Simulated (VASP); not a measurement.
Write the native input for VASP 6.6.1 that does the following.

| Quantity | Value |
| --- | --- |
| Task | single point |
| Functional | PBE |
| Potentials or basis | VASP PAW PBE potentials, release 64 (Cs_sv, Ru_sv) |
| Cutoff | 600 eV |
| k mesh | 16 × 16 × 16 |
| Occupations | gaussian, width 0.1 eV |
| Spin | no spin polarisation |
| Dipole correction | no |
| Further INCAR settings | ALGO = Normal; EDIFF = 1e-06; NBANDS = 20 |

The structure of CsRu lies in POSCAR:

```
CsRu
1.0
    3.6471627827      0.0000000000      0.0000000000
    0.0000000000      3.6471627827      0.0000000000
    0.0000000000      0.0000000000      3.6471627827
Cs Ru
1 1
Direct
    0.0000000000      0.0000000000      0.0000000000
    0.5000000000      0.5000000000      0.5000000000
```

These files were run (other wordings do the same):

INCAR

```
SYSTEM = CsRu
PREC     = Accurate       ! precision mode
ENCUT    = 600            ! plane-wave cutoff, eV
EDIFF    = 1E-6           ! SCF threshold, eV
ISMEAR   = 0              ! smearing method
SIGMA    = 0.1            ! smearing width, eV
LREAL    = .False.        ! projectors in reciprocal space
LASPH    = .True.         ! aspherical terms in the spheres
NELM     = 120            ! most SCF steps
ALGO     = Normal         ! electronic algorithm
ISIF     = 2              ! what is computed and relaxed
LWAVE    = .False.        ! write WAVECAR
LCHARG   = .False.        ! write CHGCAR
GGA      = PE             ! functional
NBANDS   = 20             ! bands
GGA_COMPAT= .False.
```

KPOINTS

```
Automatic mesh
0
Gamma
  16 16 16
  0 0 0
```

Potentials or basis: VASP PAW PBE potentials, release 64 (Cs_sv, Ru_sv).

The run is started by

```console
$ cat potpaw_PBE.64/Cs_sv/POTCAR potpaw_PBE.64/Ru_sv/POTCAR > POTCAR
$ mpirun -np 1 vasp_std > vasp.out
```

Results of the run:

```json
{
 "Pressure": "0.9 GPa",
 "Band gap on the k mesh": "zero (an odd number of electrons rules out a gap without spin polarisation)"
}
```

Caveat: spin-orbit coupling is left out, which moves the levels of the heavy elements.

Wall time 110 s on 1 thread of AMD EPYC 7R43 64-Core Processor (Zen 3) (shared host), peak memory 0.28 GiB.
